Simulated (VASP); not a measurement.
Here is a VASP 6.6.1 calculation.

File INCAR:

```
SYSTEM = Sn3GeP
ALGO = Normal ; EDIFF = 1E-6
EDIFFG = -0.08 ; ENCUT = 600
GGA = PE ; IBRION = 2
ISIF = 3 ; ISMEAR = 0
LASPH = .TRUE. ; LCHARG = .FALSE.
LREAL = .FALSE. ; LWAVE = .FALSE.
NELM = 80 ; NSW = 36
PREC = Accurate ; SIGMA = 0.2
```

KPOINTS

```
k-points
0
G
  3 3 3
  0 0 0
```

File POSCAR:

```
Sn3GeP
1.0
    5.0932265100      0.0000000000      0.0000000000
    0.0000000000      5.0932265100      0.0000000000
    0.0000000000      0.0000000000      5.0932265100
Sn Ge P
3 1 1
Direct
    0.0000000000      0.5000000000      0.5000000000
    0.5000000000      0.0000000000      0.5000000000
    0.5000000000      0.5000000000      0.0000000000
    0.5000000000      0.5000000000      0.5000000000
    0.0000000000      0.0000000000      0.0000000000
```

Potentials or basis: VASP PAW PBE potentials, release 64 (Sn_d, Ge_d, P).

Launch:

```console
$ cat potpaw_PBE.64/Sn_d/POTCAR potpaw_PBE.64/Ge_d/POTCAR potpaw_PBE.64/P/POTCAR > POTCAR
$ mpirun -np 1 vasp_std > vasp.out
```

Question: Predict the relaxed cell.

Answer: a = 5.375 Å, b = 5.375 Å, c = 5.375 Å, α = 90.00°, β = 90.00°, γ = 90.00°.

Question: Predict the space group after relaxing (to 0.1 Å).

Answer: Pm-3m (No. 221).

Question: What does it give for the relaxed volume?

Answer: 31.06 Å³/atom.

Question: Predict the band gap on the k mesh.

Answer: Zero (an odd number of electrons rules out a gap without spin polarisation).

Final structure:
```xyz
5
Lattice="5.3750 0.0000 0.0000 0.0000 5.3750 0.0000 0.0000 0.0000 5.3750" Properties=species:S:1:pos:R:3 pbc="T T T"
Sn    0.0000    2.6875    2.6875
Sn    2.6875    0.0000    2.6875
Sn    2.6875    2.6875    0.0000
Ge    2.6875    2.6875    2.6875
P     0.0000    0.0000    0.0000
```

Caveat: the k points lie up to 0.39 Å⁻¹ apart in the final cell, too coarse for converged energies and pressures of a metal; the volume moved by over 15 % at a fixed basis, so the end points are rough; spin-orbit coupling is left out, which moves the levels of the heavy elements.
